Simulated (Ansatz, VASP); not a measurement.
CdF2 in VASP and in Ansatz

```
CELL_PARAMETERS angstrom
0.00000 2.60294 2.76432
2.60294 0.00000 2.76432
2.60294 2.60294 0.00000
ATOMIC_POSITIONS crystal
Cd 0.00000 0.00000 0.00000
F 0.25000 0.25000 0.25000
F 0.75000 0.75000 0.75000
```

Alike in both runs: task single point; functional PBEsol; k mesh 8 × 8 × 8; occupations gaussian, width 0.05 eV; no spin polarisation.

|  | VASP | Ansatz |
| --- | --- | --- |
| version | VASP 6.6.1 | Ansatz 0.2.0 |
| potentials or method | VASP PAW PBE potentials, release 64 (Cd_sv_GW, F), cutoff 700 eV | scalar-relativistic, plane waves, PAW |
| valence electrons in the cell | 34 | 34 |

|  | VASP | Ansatz | Ansatz less VASP |
| --- | --- | --- | --- |
| gap on the k mesh at the Fermi level (eV) | 2.98 | 2.99 | +0.013 |
| least direct gap on the mesh (eV) | 3.36 | 3.37 | +0.010 |
| pressure (GPa) | 4.4 | 4.8 | +0.36 |
| traceless stress, the component that is largest in VASP (GPa) | -4.54 | -4.55 | -0.004 |

VASP's potentials were made for PBE, not for PBEsol. The functional is the same, so the differences come from potentials, cutoffs and numerics.
